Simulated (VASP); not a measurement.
Sb:

```
CELL_PARAMETERS angstrom
3.16000 0.00000 0.00000
0.00000 3.16000 0.00000
0.00000 0.00000 3.16000
ATOMIC_POSITIONS crystal
Sb 0.00000 0.00000 0.00000
```

```yaml
Program: VASP 6.6.1
Task: relaxation of cell and atoms
Functional: PBEsol
Dispersion: D4
Potentials_or_basis: VASP PAW PBE potentials, release 64 (Sb)
Cutoff: 600 eV
k_mesh: 8 × 8 × 8
Occupations: fermi-dirac, width 0.05 eV
Spin: no spin polarisation
```

At the start: pressure -6.0 GPa; volume 31.55 Å³/atom.

**Question.** Where does the relaxation end?

**Answer.** Over 3 steps the energy falls by 68.5 meV/atom and the volume is 28.24 Å³/atom (-10.5 %); space group Pm-3m (No. 221, to 0.05 Å).

The path:
| step | energy change (eV) | largest force (eV/Å) | pressure (GPa) | volume (Å³) |
| --- | --- | --- | --- | --- |
| 1 | 0.0000 | 0.0000 | -5.97 | 31.55 |
| 2 | -0.0428 | 0.0000 | 4.86 | 26.48 |
| 3 | -0.0685 | 0.0000 | 0.00 | 28.24 |

Final structure:
```
Sb
1.0
     3.04531    0.00000    0.00000
     0.00000    3.04531    0.00000
     0.00000    0.00000    3.04531
Sb
1
Direct
  0.00000 0.00000 0.00000
```

Caveat: the PAW data sets were made with another functional, which shifts forces and pressure a little; the volume moved by -10 % from the deposited cell, more than functionals usually miss; pairwise dispersion overbinds metals, which lowers pressure and volume.
